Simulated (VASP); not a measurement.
Here is a VASP 6.6.1 calculation.

INCAR

```
SYSTEM = MgS
PREC     = Accurate       ! precision mode
ENCUT    = 520            ! plane-wave cutoff, eV
EDIFF    = 1E-8           ! SCF threshold, eV
ISMEAR   = 0              ! smearing method
SIGMA    = 0.01           ! smearing width, eV
LREAL    = .FALSE.        ! projectors in reciprocal space
LASPH    = .TRUE.         ! aspherical terms in the spheres
NELM     = 80             ! most SCF steps
ALGO     = Normal         ! electronic algorithm
ISIF     = 2              ! what is computed and relaxed
LWAVE    = .FALSE.        ! write WAVECAR
LCHARG   = .TRUE.         ! write CHGCAR
NBANDS   = 11             ! bands
IBRION   = 8              ! ionic algorithm
NSW      = 1              ! ionic steps
```

Contents of KPOINTS:

```
regular mesh
0
G
  8 8 8
  0 0 0
```

The input POSCAR:

```
MgS
1.0
    0.0000000000      2.5641824407      2.5641824407
    2.5641824407      0.0000000000      2.5641824407
    2.5641824407      2.5641824407      0.0000000000
Mg S
1 1
Direct
    0.0000000000      0.0000000000      0.0000000000
    0.5000000000      0.5000000000      0.5000000000
```

Potentials or basis: VASP PAW LDA potentials, release 64 (Mg, S).

Run with:

```sh
$ cat potpaw_LDA.64/Mg/POTCAR potpaw_LDA.64/S/POTCAR > POTCAR
$ mpirun -np 1 vasp_std > vasp.out
```

Question: What does it give for the highest phonon frequency at Γ, LO-TO splitting left out?

Answer: 252 cm⁻¹.

Phonon frequencies in cm⁻¹ (negative: imaginary):
| q point | frequencies |
| --- | --- |
| (0.000, 0.000, 0.000) | 0 0 0 252 252 252 |
